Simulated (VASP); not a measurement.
# Cu in VASP: relaxation of the atoms with PBEsol

Aim: the relaxation of the atoms of Cu with PBEsol.

Everything below comes from runs of VASP 6.6.1. Logs are shortened: lines on timing, memory, paths and dates and some standing lists are left out, and cuts for length are marked.

### 1 The cell of the first run

The cell holds a slab with vacuum, 7 atoms: a = 2.520 Å, b = 2.520 Å, c = 28.345 Å, α = 90.00°, β = 90.00°, γ = 120.00°.

### 2 Relaxation of the atoms, PBEsol

INCAR reads:

```
SYSTEM = Cu
  PREC = Accurate
  ENCUT = 520
  EDIFF = 1E-7
  ISMEAR = -1
  SIGMA = 0.1
  LREAL = .False.
  LASPH = .True.
  NELM = 80
  ALGO = Normal
  ISIF = 2
  LWAVE = .False.
  LCHARG = .False.
  LDIPOL = .True.
  IDIPOL = 3
  DIPOL = 0.5 0.5 0.500
  GGA = PS
  IBRION = 2
  NSW = 60
  EDIFFG = -0.01
  KPAR = 4
```

KPOINTS reads:

```
regular mesh
0
Gamma
  18 18 1
  0 0 0
```

POSCAR reads:

```
Cu
1.0
    2.5198192012      0.0000000000      0.0000000000
   -1.2599096006      2.1822274411      0.0000000000
    0.0000000000      0.0000000000     28.3445000000
Cu
7
Direct
    0.0000000000      0.0000000000      0.2822409536
    0.3333333340      0.6666666660      0.3548273023
    0.6666666670      0.3333333330      0.4274136510
    0.0000000000      0.0000000000      0.4999999997
    0.3333333340      0.6666666660      0.5725863490
    0.6666666670      0.3333333330      0.6451726977
    0.0000000000      0.0000000000      0.7177590464
```

Potentials or basis: VASP PAW PBE potentials, release 64 (Cu).

Run with:

```bash
> cat potpaw_PBE.64/Cu/POTCAR > POTCAR
> mpirun -np 4 vasp_std > vasp.out
```

OUTCAR:

```text
SYSTEM = Cu
   PREC = Accurate
   ENCUT = 520
   EDIFF = 1E-7
   ISMEAR = -1
   LREAL = .False.
   LASPH = .True.
   NELM = 80
   ISIF = 2
   GGA = PS
   IBRION = 2
   NSW = 60
   EDIFFG = -0.01

 ion  position               nearest neighbor table
   1  0.000  0.000  0.282-   2 2.52   2 2.52   2 2.52
   2  0.333  0.667  0.355-   1 2.52   3 2.52   1 2.52   3 2.52   3 2.52   1 2.52
   3  0.667  0.333  0.427-   2 2.52   4 2.52   4 2.52   2 2.52   2 2.52   4 2.52
   4  0.000  0.000  0.500-   3 2.52   3 2.52   3 2.52   5 2.52   5 2.52   5 2.52
   5  0.333  0.667  0.573-   6 2.52   6 2.52   6 2.52   4 2.52   4 2.52   4 2.52
   6  0.667  0.333  0.645-   5 2.52   7 2.52   7 2.52   5 2.52   5 2.52   7 2.52
   7  0.000  0.000  0.718-   6 2.52   6 2.52   6 2.52

  LATTYP: Found a hexagonal cell.
 ALAT       =     2.5198192012
 C/A-ratio  =    11.2486244991

  Lattice vectors:

 A1 = (   2.5198192012,   0.0000000000,   0.0000000000)
 A2 = (  -1.2599096006,   2.1822274411,   0.0000000000)
 A3 = (   0.0000000000,   0.0000000000,  28.3445000000)

Analysis of symmetry for initial positions (statically):
=====================================================================
 Subroutine PRICEL returns:
 Original cell was already a primitive cell.

 Routine SETGRP: Setting up the symmetry group for a
 hexagonal supercell.

 Subroutine GETGRP returns: Found 12 space group operations
 (whereof 12 operations were pure point group operations)
 out of a pool of 24 trial point group operations.

The static configuration has the point symmetry D_3d.

Analysis of symmetry for dynamics (positions and initial velocities):
=====================================================================
 Subroutine PRICEL returns:
 Original cell was already a primitive cell.

 Routine SETGRP: Setting up the symmetry group for a
 hexagonal supercell.

 Subroutine GETGRP returns: Found 12 space group operations
 (whereof 12 operations were pure point group operations)
 out of a pool of 24 trial point group operations.

The dynamic configuration has the point symmetry D_3d.

 Subroutine INISYM returns: Found 12 space group operations
 (whereof 12 operations are pure point group operations),
 and found     1 'primitive' translations

----------------------------------------------------------------------------------------

                                     Primitive cell

  volume of cell :     155.8613

  direct lattice vectors                    reciprocal lattice vectors
     2.519819201  0.000000000  0.000000000     0.396853869  0.229123688  0.000000000
    -1.259909601  2.182227441  0.000000000     0.000000000  0.458247377  0.000000000
     0.000000000  0.000000000 28.344500000     0.000000000  0.000000000  0.035280213

  length of vectors
     2.519819201  2.519819201 28.344500000     0.458247377  0.458247377  0.035280213

  position of ions in fractional coordinates (direct lattice)
     0.000000000  0.000000000  0.282240954
     0.333333334  0.666666666  0.354827302
     0.666666667  0.333333333  0.427413651
     0.000000000  0.000000000  0.500000000
     0.333333334  0.666666666  0.572586349
     0.666666667  0.333333333  0.645172698
     0.000000000  0.000000000  0.717759046

  ion indices of the primitive-cell ions
   primitive index   ion index
                 1           1
                 2           2
                 3           3
                 4           4
                 5           5
                 6           6
                 7           7

----------------------------------------------------------------------------------------

 KPOINTS: regular mesh

Automatic generation of k-mesh.
 Grid dimensions read from file:
 generate k-points for:   18   18    1

 Generating k-lattice:

  Cartesian coordinates                     Fractional coordinates (reciprocal lattice)
     0.022047437  0.012729094  0.000000000     0.055555556  0.000000000  0.000000000
     0.000000000  0.025458188  0.000000000     0.000000000  0.055555556  0.000000000
     0.000000000  0.000000000  0.035280213     0.000000000  0.000000000  1.000000000

  Length of vectors
     0.025458188  0.025458188  0.035280213

  Shift w.r.t. Gamma in fractional coordinates (k-lattice)
     0.000000000  0.000000000  0.000000000

 Subroutine IBZKPT returns following result:
 ===========================================

 Found     37 irreducible k-points:

 Following reciprocal coordinates:
            Coordinates               Weight
  0.000000  0.000000  0.000000      1.000000
  0.055556  0.000000  0.000000      6.000000
  0.111111  0.000000  0.000000      6.000000
  0.166667 -0.000000  0.000000      6.000000
  0.222222  0.000000  0.000000      6.000000
  0.277778  0.000000  0.000000      6.000000
[... 16 lines left out ...]
  0.333333  0.111111  0.000000     12.000000
  0.388889  0.111111  0.000000     12.000000
 [... further k-points ...]
   k-points           NKPTS =     37   k-points in BZ     NKDIM =     37   number of bands    NBANDS=     46
   number of dos      NEDOS =    301   number of ions     NIONS =      7
   total plane-waves  NPLWV =  86400
   dimension x,y,z NGX =    20 NGY =   20 NGZ =  216
   dimension x,y,z NGXF=    40 NGYF=   40 NGZF=  432
   ions per type =               7
   NGX,Y,Z   is equivalent  to a cutoff of  13.20, 13.20, 12.67 a.u.
   NGXF,Y,Z  is equivalent  to a cutoff of  26.39, 26.39, 25.34 a.u.
 SYSTEM =  Cu
   PREC   = accura    normal or accurate (medium, high low for compatibility)
   ISTART =      0    job   : 0-new  1-cont  2-samecut
   ICHARG =      2    charge: 1-file 2-atom 10-const
   ISPIN  =      1    spin polarized calculation?
   LNONCOLLINEAR =      F non collinear calculations
   LSORBIT =      F    spin-orbit coupling
   LASPH  =      T    aspherical Exc in radial PAW
   ENCUT  =  520.0 eV  38.22 Ry    6.18 a.u.   4.69  4.69 52.70*2*pi/ulx,y,z
   NELM   =     80;   NELMIN=  2; NELMDL= -5     # of ELM steps
   EDIFF  = 0.1E-06   stopping-criterion for ELM
   LREAL  =      F    real-space projection
   EDIFFG = -.1E-01   stopping-criterion for IOM
   NSW    =     60    number of steps for IOM
   IBRION =      2    ionic relax: 0-MD 1-quasi-New 2-CG
   NFREE  =      1    steps in history (QN), initial steepest desc. (CG)
   ISIF   =      2    stress and relaxation
   ISYM   =      2    0-nonsym 1-usesym 2-fastsym
   POTIM  = 0.5000    time-step for ionic-motion
   TEBEG  =    0.0;   TEEND  =   0.0 temperature during run
   PSTRESS=    0.0 pullay stress
   NELECT =      77.0000    total number of electrons
   NUPDOWN=      -1.0000    fix difference up-down
   EMIN   =  10.00;   EMAX   =-10.00  energy-range for DOS
   EFERMI =   0.00;   METHOD = LEGACY
   ISMEAR =    -1;   SIGMA  =   0.10  broadening in eV -4-tet -1-fermi 0-gaus
   EFERMI_NEDOS =   21; number of points for ismear=-14 and -15
   IALGO  =     38    algorithm
   IMIX   =      4    mixing-type and parameters
     AMIX     =   0.40;   BMIX     =  1.00
     AMIX_MAG =   1.60;   BMIX_MAG =  1.00
  volume/ion in A,a.u.               =      22.27       150.26
  Fermi-wavevector in a.u.,A,eV,Ry     =   1.294173  2.445632 22.788178  1.674884
  Thomas-Fermi vector in A             =   2.425772
   LORBIT       =      0    0 simple, 1 ext, 2 COOP (PROOUT), +10 PAW based schemes
   GGA     = PS    functional components
   LHFCALC =     F    Hartree Fock is set to
   AEXX    =    0.0000 exact exchange contribution
   IVDW    =     0    specifies the selected vdW correction
   LEPSILON=     F    determine dielectric tensor
   LRPA    =     F    only Hartree local field effects (RPA)
 conjugate gradient relaxation of ions
 non-spin polarized calculation
  energy-cutoff  :      520.00
  volume of cell :      155.86
 maximum number of plane-waves:      4233
 NGX is ok and might be reduce to    20
   NGX =  9   NGY =  9   NGZ =105

 dipolmoment           0.000000      0.000000     -0.000000 electrons x Angstroem

--------------------------------------- Ionic step        1  -------------------------------------------

 number of electron      77.0000021 magnetization

 Free energy of the ion-electron system (eV)
  ---------------------------------------------------
  ext. energy  EPLUGINS =         0.00000000
  ---------------------------------------------------
  free energy    TOTEN  =       -29.08739481 eV

  energy without entropy =      -29.00933055  energy(sigma->0) =      -29.04836268

------------------------ aborting loop because EDIFF is reached ----------------------------------------

  FORCE on cell =-STRESS in cart. coord.  units (eV):
  Direction    XX          YY          ZZ          XY          YZ          ZX
  --------------------------------------------------------------------------------------
  -------------------------------------------------------------------------------------
  Total       -1.0637070     -1.0637070     -0.3152934     -0.0000000      0.0000000     -0.0000000
  in kB      -10.9343861    -10.9343861     -3.2410610     -0.0000000      0.0000000     -0.0000000
  external PRESSURE =      -8.3699444 kB  Pullay stress =       0.0000000 kB
[... 149 lines left out ...]
  energy  without entropy=      -29.0102991780  energy(sigma->0) =      -29.04929028

--------------------------------------- Ionic step        5  -------------------------------------------

 number of electron      77.0000023 magnetization

 dipolmoment           0.000000      0.000000      0.000000 electrons x Angstroem

 Free energy of the ion-electron system (eV)
  ---------------------------------------------------
  ext. energy  EPLUGINS =         0.00000000
  ---------------------------------------------------
  free energy    TOTEN  =       -29.08835292 eV

  energy without entropy =      -29.01039497  energy(sigma->0) =      -29.04937394

 E-fermi :   1.6515     XC(G=0):  -7.3255

 val. band max:        1.6274419524   @ k =   0.3889   0.0556   0.0000
 cond. band min:       1.6523514344   @ k =   0.4444   0.0556   0.0000
 fundamental gap:      0.0249094820
 Fermi energy:         1.6515356409

 k-point     1 :       0.0000    0.0000    0.0000
  band No.  band energies     occupation
      1      -7.9029      2.00000
      2      -7.4139      2.00000
      3      -6.6177      2.00000
      4      -5.5989      2.00000
      5      -4.5817      2.00000
      6      -3.9121      2.00000
[... 1165 lines left out ...]
     45       7.4247      0.00000
     46       8.0640      0.00000

 [... further k-points ...]

------------------------ aborting loop because EDIFF is reached ----------------------------------------

 vacuum level on the upper side and lower side of the slab       (xc-potential included)        -0.002        -0.002

  FORCE on cell =-STRESS in cart. coord.  units (eV):
  Direction    XX          YY          ZZ          XY          YZ          ZX
  --------------------------------------------------------------------------------------
  -------------------------------------------------------------------------------------
  Total       -0.9988425     -0.9988425     -0.1739232      0.0000000     -0.0000000      0.0000000
  in kB      -10.2676104    -10.2676104     -1.7878457      0.0000000     -0.0000000      0.0000000
  external PRESSURE =      -7.4410222 kB  Pullay stress =       0.0000000 kB

 VOLUME and BASIS-vectors are now :
 -----------------------------------------------------------------------------
  energy-cutoff  :      520.00
  volume of cell :      155.86
      direct lattice vectors                 reciprocal lattice vectors
     2.519819201  0.000000000  0.000000000     0.396853869  0.229123688  0.000000000
    -1.259909601  2.182227441  0.000000000     0.000000000  0.458247377  0.000000000
     0.000000000  0.000000000 28.344500000     0.000000000  0.000000000  0.035280213
[... 13 lines left out ...]
  FREE ENERGIE OF THE ION-ELECTRON SYSTEM (eV)
  ---------------------------------------------------
  free  energy   TOTEN  =       -29.0883529242 eV

  energy  without entropy=      -29.0103949653  energy(sigma->0) =      -29.04937394

 reached required accuracy - stopping structural energy minimisation

 vacuum level on the upper side and lower side of the slab         6.582         6.582
```

Wall time 9.9 min (4 MPI ranks of Intel Xeon Platinum 8375C at 2.90GHz (Ice Lake), shared host); peak memory 0.4 GiB.

What came out:

| Quantity | Value |
| --- | --- |
| Free energy | -29.0884 eV |
| Energy gained by relaxing | 0.1 meV/atom |
| Ionic steps | 5 |
| Largest force after relaxing | 0.009 eV/Å |
| Band gap on the k mesh | zero (an odd number of electrons rules out a gap without spin polarisation) |

Forces on the atoms (eV/Å):
```
Cu   0.000  0.000  0.005
Cu   0.000  0.000  0.009
Cu   0.000  0.000 -0.004
Cu   0.000  0.000  0.000
Cu   0.000  0.000  0.004
Cu   0.000  0.000 -0.009
Cu   0.000  0.000 -0.005
```

Step by step:
```
step  energy change (eV)  largest force (eV/Å)  pressure (GPa)
   1              0.0000                0.0633           -0.84
   2             -0.0005                0.0412           -0.80
   3             -0.0009                0.0211           -0.75
   4             -0.0009                0.0209           -0.75
   5             -0.0010                0.0087           -0.74
```

Final structure:
```cif
data_structure
_symmetry_space_group_name_H-M 'P 1'
_symmetry_Int_Tables_number 1
_cell_length_a 2.5198
_cell_length_b 2.5198
_cell_length_c 28.3445
_cell_angle_alpha 90.000
_cell_angle_beta 90.000
_cell_angle_gamma 120.000
_cell_volume 155.86
loop_
_atom_site_label
_atom_site_type_symbol
_atom_site_fract_x
_atom_site_fract_y
_atom_site_fract_z
_atom_site_occupancy
Cu1 Cu 0.00000 0.00000 0.28255 1
Cu2 Cu 0.33333 0.66667 0.35465 1
Cu3 Cu 0.66667 0.33333 0.42724 1
Cu4 Cu 0.00000 0.00000 0.50000 1
Cu5 Cu 0.33333 0.66667 0.57276 1
Cu6 Cu 0.66667 0.33333 0.64535 1
Cu7 Cu 0.00000 0.00000 0.71745 1
```

Caveat: the PAW data sets were made with another functional, which shifts forces and pressure a little.

The gap in the log of VASP goes by the Fermi energy; the results here count the filled bands.